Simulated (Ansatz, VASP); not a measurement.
# One calculation of GaP, two programs

POSCAR

```
GaP
1.0
    0.0000000000      2.7082960622      2.7082960622
    2.7082960622      0.0000000000      2.7082960622
    2.7082960622      2.7082960622      0.0000000000
Ga P
1 1
Direct
    0.0000000000      0.0000000000      0.0000000000
    0.2500000000      0.2500000000      0.2500000000
```

File INCAR.step1:

```
PREC = Accurate ; ENCUT = 520
EDIFF = 1E-5 ; ISMEAR = -1
SIGMA = 0.05 ; LREAL = False
LASPH = True ; NELM = 60
ALGO = Normal ; ISIF = 2
LWAVE = True ; LCHARG = False
NBANDS = 16 ; GGA = PE
```

The input INCAR.step2:

```
PREC = Accurate ; ENCUT = 520
EDIFF = 1E-6 ; ISMEAR = -1
SIGMA = 0.05 ; LREAL = False
LASPH = True ; NELM = 60
ALGO = Normal ; ISIF = 2
LWAVE = False ; LCHARG = False
GGA = PE ; LHFCALC = True
HFSCREEN = 0.2079 ; PRECFOCK = Normal
NBANDS = 16 ; ISTART = 1
```

KPOINTS

```
regular mesh
0
Gamma
  4 4 4
```

Input for Ansatz:

```yaml
crystal:
  lattice:
    - [0.0, 2.708296062214, 2.708296062214]
    - [2.708296062214, 0.0, 2.708296062214]
    - [2.708296062214, 2.708296062214, 0.0]
  atoms:
    - { symbol: Ga, position: [0.0, 0.0, 0.0] }
    - { symbol: P, position: [0.25, 0.25, 0.25] }
kpoints:
  mp_grid: { grid: [4, 4, 4] }
hamiltonian:
  xc: hse06
  pseudopotentials:
    kind: paw
    azcp:
      Ga: "pseudopotentials/pbe/paw/ansatz_paw_generated_hard_1/Ga.paw.azcp"
      P: "pseudopotentials/pbe/paw/ansatz_paw_generated_hard_1/P.paw.azcp"
scf:
  occupations: { method: fermi_dirac, width: 0.05 }
  convergence: { dr2_threshold: "1e-10 eV" }
  exx: { energy_threshold: "2e-8 eV", singularity: regularized }
output:
  forces: true
  stress: true
  eigenvalues: true
```

Alike in both runs: task single point; functional HSE06; k mesh 4 × 4 × 4; occupations fermi-dirac, width 0.05 eV; no spin polarisation.

|  | VASP | Ansatz |
| --- | --- | --- |
| version | VASP 6.6.1 | Ansatz 0.2.0 development build |
| potentials or method | VASP PAW PBE potentials, release 64 (Ga_d, P) | plane waves, PAW datasets (generated hard set |
| plane-wave cutoff (eV) | 520 | 700 |
| valence electrons in the cell | 18 | 26 |

|  | VASP | Ansatz | Ansatz less VASP |
| --- | --- | --- | --- |
| gap on the k mesh at the Fermi level (eV) | 2.27 | 2.27 | -0.004 |

The functional is the same, so the differences come from potentials, cutoffs and numerics. VASP's potentials hold 18 valence electrons a cell and Ansatz's 26, so a difference there can come from the potentials and not from the codes.

The k mesh is coarse, so the values compare programs but aren't converged.
